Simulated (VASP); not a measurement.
The system is Ru.

```
CELL_PARAMETERS angstrom
2.68764 0.00000 0.00000
-1.34382 2.32756 0.00000
0.00000 0.00000 4.25316
ATOMIC_POSITIONS crystal
Ru 0.66667 0.33333 0.75000
Ru 0.33333 0.66667 0.25000
```

Base run:

| Quantity | Value |
| --- | --- |
| Program | VASP 6.6.1 |
| Functional | r2SCAN |
| Potentials or basis | VASP PAW PBE potentials, release 64 (Ru_pv) |
| Cutoff | 520 eV |
| k mesh | 11 × 11 × 6 |
| Occupations | fermi-dirac, width 0.05 eV |
| Spin | no spin polarisation |

Its results: band gap on the k mesh zero (band 14 reaches 14.71 eV, above the bottom of band 15 at 11.40 eV); pressure 6.6 GPa.

Question: The run is repeated on the same cell with these changes: dispersion from none to rVV10. What comes out?

Answer: Band gap on the k mesh zero (band 14 reaches 14.71 eV, above the bottom of band 15 at 11.40 eV); pressure 4.4 GPa.

Dispersion adds attraction, which lowers the pressure at fixed volume.

Caveats: the PAW data sets were made with another functional, which shifts forces and pressure a little.
